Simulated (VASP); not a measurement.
# AgI (P6_3mc) in VASP: notebook

AgI is run at these levels: r2SCAN; tasks: single point.

Everything below comes from runs of VASP 6.6.1. Logs are shortened: lines on timing, memory, paths and dates and some standing lists are left out, and cuts for length are marked.

**1. The cell of the first run**

The structure is hexagonal, space group P6_3mc (No. 186). Conventional cell: a = 4.697 Å, b = 4.697 Å, c = 7.675 Å, α = 90.00°, β = 90.00°, γ = 120.00°. Within 3.8 Å of Ag (site symmetry 3m) lie 4 I at 2.88 Å. Within 3.8 Å of I (site symmetry 3m) lie 4 Ag at 2.88 Å.

**2. Single point, r2SCAN (36.66 Å³/atom)**

The input, POSCAR:

```
AgI
1.0
    4.6969229833      0.0000000000      0.0000000000
   -2.3484614917      4.0676546231      0.0000000000
    0.0000000000      0.0000000000      7.6745421479
Ag I
2 2
Direct
    0.3333333333      0.6666666667      0.0000048562
    0.6666666667      0.3333333333      0.5000048562
    0.3333333333      0.6666666667      0.3749951438
    0.6666666667      0.3333333333      0.8749951438
```

The input, INCAR.step1:

```
SYSTEM = AgI
ALGO = Normal ; EDIFF = 1E-5
ENCUT = 550 ; GGA = PE
GGA_COMPAT = .FALSE. ; ISMEAR = 0
LASPH = .TRUE. ; LCHARG = .FALSE.
LREAL = .FALSE. ; LWAVE = .TRUE.
NBANDS = 26 ; NELM = 120
PREC = Accurate ; SIGMA = 0.01
```

The input, INCAR.step2:

```
SYSTEM = AgI
ALGO = Normal ; EDIFF = 1E-6
ENCUT = 550 ; GGA_COMPAT = .FALSE.
ISIF = 2 ; ISMEAR = 0
ISTART = 1 ; LASPH = .TRUE.
LCHARG = .FALSE. ; LMIXTAU = .TRUE.
LREAL = .FALSE. ; LWAVE = .FALSE.
METAGGA = R2SCAN ; NBANDS = 26
NELM = 120 ; PREC = Accurate
SIGMA = 0.01
```

The input, KPOINTS:

```
k-points
0
G
  6 6 4
  0 0 0
```

Potentials or basis: VASP PAW PBE potentials, release 64 (Ag, I).

Run with:

```sh
$ cat potpaw_PBE.64/Ag/POTCAR potpaw_PBE.64/I/POTCAR > POTCAR
$ cp INCAR.step1 INCAR
$ mpirun -np 1 vasp_std > vasp.out
$ cp INCAR.step2 INCAR
$ mpirun -np 1 vasp_std > vasp.out
```

OUTCAR:

```text
SYSTEM = AgI
   EDIFF = 1E-6
   ENCUT = 550
   ISIF = 2
   ISMEAR = 0
   ISTART = 1
   LASPH = .TRUE.
   LREAL = .FALSE.
   METAGGA = R2SCAN
   NELM = 120
   PREC = Accurate

 ion  position               nearest neighbor table
   1  0.333  0.667  0.000-   4 2.88   4 2.88   4 2.88   3 2.88
   2  0.667  0.333  0.500-   3 2.88   3 2.88   3 2.88   4 2.88
   3  0.333  0.667  0.375-   2 2.88   2 2.88   2 2.88   1 2.88
   4  0.667  0.333  0.875-   1 2.88   1 2.88   1 2.88   2 2.88

  LATTYP: Found a hexagonal cell.
 ALAT       =     4.6969229833
 C/A-ratio  =     1.6339510303

  Lattice vectors:

 A1 = (   4.6969229833,   0.0000000000,   0.0000000000)
 A2 = (  -2.3484614917,   4.0676546231,   0.0000000000)
 A3 = (   0.0000000000,   0.0000000000,   7.6745421479)

Analysis of symmetry for initial positions (statically):
=====================================================================
 Subroutine PRICEL returns:
 Original cell was already a primitive cell.

 Routine SETGRP: Setting up the symmetry group for a
 hexagonal supercell.

 Subroutine GETGRP returns: Found 12 space group operations
 (whereof  6 operations were pure point group operations)
 out of a pool of 24 trial point group operations.

The static configuration has the point symmetry C_3v.
 The point group associated with its full space group is C_6v.

Analysis of symmetry for dynamics (positions and initial velocities):
=====================================================================
 Subroutine PRICEL returns:
 Original cell was already a primitive cell.

 Routine SETGRP: Setting up the symmetry group for a
 hexagonal supercell.

 Subroutine GETGRP returns: Found 12 space group operations
 (whereof  6 operations were pure point group operations)
 out of a pool of 24 trial point group operations.

The dynamic configuration has the point symmetry C_3v.
 The point group associated with its full space group is C_6v.

 Subroutine INISYM returns: Found 12 space group operations
 (whereof  6 operations are pure point group operations),
 and found     1 'primitive' translations

----------------------------------------------------------------------------------------

                                     Primitive cell

  volume of cell :     146.6257

  direct lattice vectors                    reciprocal lattice vectors
     4.696922983  0.000000000  0.000000000     0.212905343  0.122920957  0.000000000
    -2.348461492  4.067654623  0.000000000     0.000000000  0.245841914  0.000000000
     0.000000000  0.000000000  7.674542148     0.000000000  0.000000000  0.130300933

  length of vectors
     4.696922983  4.696922983  7.674542148     0.245841914  0.245841914  0.130300933

  position of ions in fractional coordinates (direct lattice)
     0.333333333  0.666666667  0.000004856
     0.666666667  0.333333333  0.500004856
     0.333333333  0.666666667  0.374995144
     0.666666667  0.333333333  0.874995144

  ion indices of the primitive-cell ions
   primitive index   ion index
                 1           1
                 2           2
                 3           3
                 4           4

----------------------------------------------------------------------------------------

 KPOINTS: k-points

Automatic generation of k-mesh.
 Grid dimensions read from file:
 generate k-points for:    6    6    4

 Generating k-lattice:

  Cartesian coordinates                     Fractional coordinates (reciprocal lattice)
     0.035484224  0.020486826  0.000000000     0.166666667  0.000000000  0.000000000
     0.000000000  0.040973652  0.000000000     0.000000000  0.166666667  0.000000000
     0.000000000  0.000000000  0.032575233     0.000000000  0.000000000  0.250000000

  Length of vectors
     0.040973652  0.040973652  0.032575233

  Shift w.r.t. Gamma in fractional coordinates (k-lattice)
     0.000000000  0.000000000  0.000000000

 Subroutine IBZKPT returns following result:
 ===========================================

 Found     21 irreducible k-points:

 Following reciprocal coordinates:
            Coordinates               Weight
  0.000000  0.000000  0.000000      1.000000
  0.166667  0.000000  0.000000      6.000000
  0.333333  0.000000  0.000000      6.000000
  0.500000  0.000000  0.000000      3.000000
  0.166667  0.166667  0.000000      6.000000
  0.333333  0.166667  0.000000     12.000000
[... 13 lines left out ...]
  0.333333  0.166667  0.500000     12.000000
  0.333333  0.333333  0.500000      2.000000
   k-points           NKPTS =     21   k-points in BZ     NKDIM =     21   number of bands    NBANDS=     26
   number of dos      NEDOS =    301   number of ions     NIONS =      4
   total plane-waves  NPLWV =  77760
   dimension x,y,z NGX =    36 NGY =   36 NGZ =   60
   dimension x,y,z NGXF=    72 NGYF=   72 NGZF=  120
   ions per type =               2   2
   NGX,Y,Z   is equivalent  to a cutoff of  12.74, 12.74, 13.00 a.u.
   NGXF,Y,Z  is equivalent  to a cutoff of  25.48, 25.48, 25.99 a.u.
 SYSTEM =  AgI
   PREC   = accura    normal or accurate (medium, high low for compatibility)
   ISTART =      1    job   : 0-new  1-cont  2-samecut
   ICHARG =      0    charge: 1-file 2-atom 10-const
   ISPIN  =      1    spin polarized calculation?
   LNONCOLLINEAR =      F non collinear calculations
   LSORBIT =      F    spin-orbit coupling
   LASPH  =      T    aspherical Exc in radial PAW
   ENCUT  =  550.0 eV  40.42 Ry    6.36 a.u.   8.98  8.98 14.68*2*pi/ulx,y,z
   NELM   =    120;   NELMIN=  2; NELMDL=  0     # of ELM steps
   EDIFF  = 0.1E-05   stopping-criterion for ELM
   LREAL  =      F    real-space projection
   EDIFFG = 0.1E-04   stopping-criterion for IOM
   NSW    =      0    number of steps for IOM
   IBRION =     -1    ionic relax: 0-MD 1-quasi-New 2-CG
   NFREE  =      0    steps in history (QN), initial steepest desc. (CG)
   ISIF   =      2    stress and relaxation
   ISYM   =      2    0-nonsym 1-usesym 2-fastsym
   POTIM  = 0.5000    time-step for ionic-motion
   TEBEG  =    0.0;   TEEND  =   0.0 temperature during run
   PSTRESS=    0.0 pullay stress
   NELECT =      36.0000    total number of electrons
   NUPDOWN=      -1.0000    fix difference up-down
   EMIN   =  10.00;   EMAX   =-10.00  energy-range for DOS
   EFERMI =   0.00;   METHOD = LEGACY
   ISMEAR =     0;   SIGMA  =   0.01  broadening in eV -4-tet -1-fermi 0-gaus
   EFERMI_NEDOS =   21; number of points for ismear=-14 and -15
   IALGO  =     38    algorithm
   IMIX   =      4    mixing-type and parameters
     AMIX     =   0.40;   BMIX     =  1.00
     AMIX_MAG =   1.60;   BMIX_MAG =  1.00
  volume/ion in A,a.u.               =      36.66       247.37
  Fermi-wavevector in a.u.,A,eV,Ry     =   1.025114  1.937185 14.297812  1.050860
  Thomas-Fermi vector in A             =   2.158937
   LORBIT       =      0    0 simple, 1 ext, 2 COOP (PROOUT), +10 PAW based schemes
   METAGGA = R2SCAN    functional components
   LHFCALC =     F    Hartree Fock is set to
   AEXX    =    0.0000 exact exchange contribution
   IVDW    =     0    specifies the selected vdW correction
   LEPSILON=     F    determine dielectric tensor
   LRPA    =     F    only Hartree local field effects (RPA)
 non-spin polarized calculation
 Gauss-broadening in eV      SIGMA  =   0.01
  energy-cutoff  :      550.00
  volume of cell :      146.63
 maximum number of plane-waves:      4341
 NGX is ok and might be reduce to    36
   NGX = 17   NGY = 17   NGZ = 29

 number of electron      35.9999992 magnetization

 Free energy of the ion-electron system (eV)
  ---------------------------------------------------
  ext. energy  EPLUGINS =         0.00000000
  ---------------------------------------------------
  free energy    TOTEN  =       -93.03956719 eV

  energy without entropy =      -93.03956719  energy(sigma->0) =      -93.03956719

 E-fermi :   2.1803     XC(G=0):  -8.6095

 val. band max:        2.1336894902   @ k =   0.0000   0.0000   0.0000
 cond. band min:       3.9625288256   @ k =   0.0000   0.0000   0.0000
 fundamental gap:      1.8288393354
 Fermi energy:         2.1802945602

 k-point     1 :       0.0000    0.0000    0.0000
  band No.  band energies     occupation
      1     -10.6997      2.00000
      2     -10.4481      2.00000
      3      -1.7763      2.00000
      4      -1.7755      2.00000
      5      -1.7755      2.00000
      6      -1.6543      2.00000
[... 18 lines left out ...]
     25       9.3437      0.00000
     26       9.6683      0.00000

 k-point     2 :       0.1667    0.0000    0.0000
  band No.  band energies     occupation
      1     -10.6455      2.00000
      2     -10.4219      2.00000
      3      -1.8154      2.00000
      4      -1.7375      2.00000
      5      -1.7333      2.00000
      6      -1.6410      2.00000
[... 18 lines left out ...]
     25       9.3394      0.00000
     26       9.8487      0.00000

 k-point     3 :       0.3333    0.0000    0.0000
  band No.  band energies     occupation
      1     -10.5250      2.00000
      2     -10.3771      2.00000
      3      -1.8635      2.00000
      4      -1.7201      2.00000
      5      -1.6534      2.00000
      6      -1.5370      2.00000
[... 18 lines left out ...]
     25       9.9193      0.00000
     26      10.4252      0.00000

 k-point     4 :       0.5000    0.0000    0.0000
  band No.  band energies     occupation
      1     -10.4504      2.00000
      2     -10.3669      2.00000
      3      -1.8513      2.00000
      4      -1.7205      2.00000
      5      -1.6171      2.00000
      6      -1.4327      2.00000
[... 18 lines left out ...]
     25       9.9831      0.00000
     26      11.7296      0.00000

 k-point     5 :       0.1667    0.1667    0.0000
  band No.  band energies     occupation
      1     -10.5575      2.00000
      2     -10.3866      2.00000
      3      -1.8060      2.00000
      4      -1.7403      2.00000
      5      -1.6763      2.00000
      6      -1.5897      2.00000
[... 18 lines left out ...]
     25       9.9529      0.00000
     26      10.1260      0.00000

 k-point     6 :       0.3333    0.1667    0.0000
  band No.  band energies     occupation
      1     -10.4516      2.00000
      2     -10.3663      2.00000
      3      -1.7912      2.00000
      4      -1.6570      2.00000
      5      -1.6124      2.00000
      6      -1.4792      2.00000
[... 340 lines left out ...]
 k-point    18 :       0.5000    0.0000    0.5000
  band No.  band energies     occupation
      1     -10.4073      2.00000
      2     -10.4073      2.00000
      3      -1.9223      2.00000
      4      -1.9223      2.00000
      5      -1.4934      2.00000
      6      -1.4934      2.00000
[... 18 lines left out ...]
     25      10.0731      0.00000
     26      10.0731      0.00000

 k-point    19 :       0.1667    0.1667    0.5000
  band No.  band energies     occupation
      1     -10.4723      2.00000
      2     -10.4723      2.00000
      3      -1.8714      2.00000
      4      -1.8714      2.00000
      5      -1.6285      2.00000
      6      -1.6285      2.00000
[... 18 lines left out ...]
     25       9.7010      0.00000
     26       9.7010      0.00000

 k-point    20 :       0.3333    0.1667    0.5000
  band No.  band energies     occupation
      1     -10.4076      2.00000
      2     -10.4076      2.00000
      3      -1.8494      2.00000
      4      -1.8494      2.00000
      5      -1.5565      2.00000
      6      -1.5565      2.00000
[... 18 lines left out ...]
     25      10.0795      0.00000
     26      10.0795      0.00000

 k-point    21 :       0.3333    0.3333    0.5000
  band No.  band energies     occupation
      1     -10.3860      2.00000
      2     -10.3860      2.00000
      3      -1.7374      2.00000
      4      -1.7374      2.00000
      5      -1.6102      2.00000
      6      -1.6102      2.00000
[... 18 lines left out ...]
     25      10.7259      0.00000
     26      10.7259      0.00000

------------------------ aborting loop because EDIFF is reached ----------------------------------------

  FORCE on cell =-STRESS in cart. coord.  units (eV):
  Direction    XX          YY          ZZ          XY          YZ          ZX
  --------------------------------------------------------------------------------------
  -------------------------------------------------------------------------------------
  Total       -0.8218091     -0.8218091     -0.8326074      0.0000000     -0.0000000      0.0000000
  in kB       -8.9799012     -8.9799012     -9.0978939      0.0000000     -0.0000000      0.0000000
  external PRESSURE =      -9.0192321 kB  Pullay stress =       0.0000000 kB

 VOLUME and BASIS-vectors are now :
 -----------------------------------------------------------------------------
  energy-cutoff  :      550.00
  volume of cell :      146.63
      direct lattice vectors                 reciprocal lattice vectors
     4.696922983  0.000000000  0.000000000     0.212905343  0.122920957  0.000000000
    -2.348461492  4.067654623  0.000000000     0.000000000  0.245841914  0.000000000
     0.000000000  0.000000000  7.674542148     0.000000000  0.000000000  0.130300933

 POSITION                                       TOTAL-FORCE (eV/Angst)
 -----------------------------------------------------------------------------------
     -0.00000      2.71177      0.00004         0.000000      0.000000     -0.001936
      2.34846      1.35588      3.83731        -0.000000      0.000000     -0.001936
     -0.00000      2.71177      2.87792         0.000000     -0.000000      0.001936
      2.34846      1.35588      6.71519        -0.000000      0.000000      0.001936
 -----------------------------------------------------------------------------------
    total drift:                               -0.000000      0.000000     -0.000505

  FREE ENERGIE OF THE ION-ELECTRON SYSTEM (eV)
  ---------------------------------------------------
  free  energy   TOTEN  =       -93.0395671858 eV

  energy  without entropy=      -93.0395671858  energy(sigma->0) =      -93.03956719
```

Run time: 3.3 min. Hardware: 1 thread of AMD EPYC 9R45 (Zen 5), shared host; peak memory 0.3 GiB.

What came out:

```yaml
Free_energy: -93.0396 eV
Pressure: -0.9 GPa
Band_gap_on_the_k_mesh: 1.83 eV
```

Caveat: the PAW data sets were made with another functional, which shifts forces and pressure a little; spin-orbit coupling is left out, which moves the levels of the heavy elements.

**3. Single point, r2SCAN (37.72 Å³/atom)**

This run uses another cell than the first one, of 37.72 Å³/atom.

The input, POSCAR:

```
AgI
1.0
    4.7420884750      0.0000000000      0.0000000000
   -2.3710442375      4.1067690863      0.0000000000
    0.0000000000      0.0000000000      7.7483403496
Ag I
2 2
Direct
    0.3333333333      0.6666666667      0.0000048562
    0.6666666667      0.3333333333      0.5000048562
    0.3333333333      0.6666666667      0.3749951438
    0.6666666667      0.3333333333      0.8749951438
```

The input, INCAR.step1:

```
SYSTEM = AgI
PREC     = Accurate       ! precision mode
ENCUT    = 550            ! plane-wave cutoff, eV
ISMEAR   = 0              ! smearing method
SIGMA    = 0.01           ! smearing width, eV
LREAL    = .False.        ! projectors in reciprocal space
LASPH    = .True.         ! aspherical terms in the spheres
NELM     = 120            ! most SCF steps
NBANDS   = 26             ! bands
GGA      = PE             ! functional
ALGO     = Normal         ! electronic algorithm
EDIFF    = 1E-5           ! SCF threshold, eV
LWAVE    = .True.         ! write WAVECAR
LCHARG   = .False.        ! write CHGCAR
GGA_COMPAT= .False.
```

The input, INCAR.step2:

```
SYSTEM = AgI
PREC     = Accurate       ! precision mode
ENCUT    = 550            ! plane-wave cutoff, eV
EDIFF    = 1E-6           ! SCF threshold, eV
ISMEAR   = 0              ! smearing method
SIGMA    = 0.01           ! smearing width, eV
LREAL    = .False.        ! projectors in reciprocal space
LASPH    = .True.         ! aspherical terms in the spheres
NELM     = 120            ! most SCF steps
ALGO     = Normal         ! electronic algorithm
ISIF     = 2              ! what is computed and relaxed
LWAVE    = .False.        ! write WAVECAR
LCHARG   = .False.        ! write CHGCAR
METAGGA  = R2SCAN         ! meta-GGA
LMIXTAU  = .True.       
NBANDS   = 26             ! bands
ISTART   = 1            
GGA_COMPAT= .False.
```

The input, KPOINTS:

```
regular mesh
0
Gamma
  6 6 4
  0 0 0
```

Potentials or basis: VASP PAW PBE potentials, release 64 (Ag, I).

Run with:

```sh
$ cat potpaw_PBE.64/Ag/POTCAR potpaw_PBE.64/I/POTCAR > POTCAR
$ cp INCAR.step1 INCAR
$ mpirun -np 1 vasp_std > vasp.out
$ cp INCAR.step2 INCAR
$ mpirun -np 1 vasp_std > vasp.out
```

Run time: 4.5 min. Hardware: 1 thread of Intel Xeon Platinum 8488C (Sapphire Rapids), shared host; peak memory 0.34 GiB.

It converged, with:

```yaml
Free_energy: -93.0077 eV
Pressure: -1.5 GPa
Largest_force: 0.003 eV/Å
Band_gap_on_the_k_mesh: 1.83 eV
```

Forces in eV/Å, atoms in the order of the input:
```
Ag   0.000  0.000 -0.003
Ag   0.000  0.000 -0.003
I    0.000  0.000  0.003
I    0.000  0.000  0.003
```

Levels at points of the mesh, in eV from the valence-band top:
```tsv
k point	band 16	band 17	band 18	band 19	band 20	band 21
(0.00, 0.00, 0.00)	-0.05	0.00	0.00	1.83	3.13	6.39
(0.50, 0.00, 0.00)	-1.52	-0.86	-0.60	3.74	4.05	5.23
(0.00, 0.00, 0.50)	-0.31	-0.31	-0.31	3.07	3.07	6.04
(0.50, 0.00, 0.50)	-1.06	-1.05	-1.05	3.72	3.72	5.35
```

Caveat: the PAW data sets were made with another functional, which shifts forces and pressure a little; spin-orbit coupling is left out, which moves the levels of the heavy elements.
